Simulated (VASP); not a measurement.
A run of VASP 6.6.1 is set up as follows.

INCAR

```
SYSTEM = C
ALGO = Normal
EDIFF = 1E-7
ENCUT = 520
GGA = RE
ISIF = 2
ISMEAR = -1
LASPH = .TRUE.
LCHARG = .TRUE.
LELF = .TRUE.
LREAL = .FALSE.
LVHAR = .TRUE.
LWAVE = .FALSE.
NBANDS = 8
NELM = 80
PREC = Accurate
SIGMA = 0.1
```

The input KPOINTS:

```
k-points
0
G
  20 20 20
  0 0 0
```

POSCAR

```
C
1.0
    0.0000000000      1.4848997422      1.4848997422
    1.4848997422      0.0000000000      1.4848997422
    1.4848997422      1.4848997422      0.0000000000
C
1
Direct
    0.0000000000      0.0000000000      0.0000000000
```

Potentials or basis: VASP PAW PBE potentials, release 64 (C).

The run is started by

```sh
$ cat potpaw_PBE.64/C/POTCAR > POTCAR
$ mpirun -np 1 vasp_std > vasp.out
```

(1) Predict the band gap on the k mesh.

(2) Estimate the pressure.

Results:

(1) zero (band 2 reaches 18.16 eV, above the bottom of band 3 at 5.25 eV).

(2) 23.5 GPa.

Caveat: the PAW data sets were made with another functional, which shifts forces and pressure a little.
